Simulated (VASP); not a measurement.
Rh, 1 atom in the cell. Symmetry: Fm-3m, No. 225, cubic system. Conventional cell: a = 3.545 Å, b = 3.545 Å, c = 3.545 Å, α = 90.00°, β = 90.00°, γ = 90.00°. Rh (site symmetry m-3m) has 12 Rh at 2.51 Å within 3.3 Å. 

```yaml
Program: VASP 6.6.1
Task: relaxation of cell and atoms
Functional: PBE
Potentials_or_basis: VASP PAW PBE potentials, release 64 (Rh_pv)
Cutoff: 600 eV
k_mesh: 16 × 16 × 16
Occupations: fermi-dirac, width 0.05 eV
Spin: no spin polarisation
Dipole_correction: no
Further_INCAR_settings: ALGO = Normal; EDIFF = 1e-06; IBRION = 2; EDIFFG = -0.005; NSW = 100; ISIF = 3
```

Potentials or basis: VASP PAW PBE potentials, release 64 (Rh_pv).

Launch:

```console
$ cat potpaw_PBE.64/Rh_pv/POTCAR > POTCAR
$ mpirun -np 1 vasp_std > vasp.out
```

Hardware: 1 thread of AMD EPYC 7R13, with other jobs on the host.

Question: How long does it take, and how much memory?

Answer: Run time: 3.9 min on 1 thread of AMD EPYC 7R13 (shared host), peak memory 0.16 GiB. Counts: scf iterations 107, k points 145, ion steps 24.
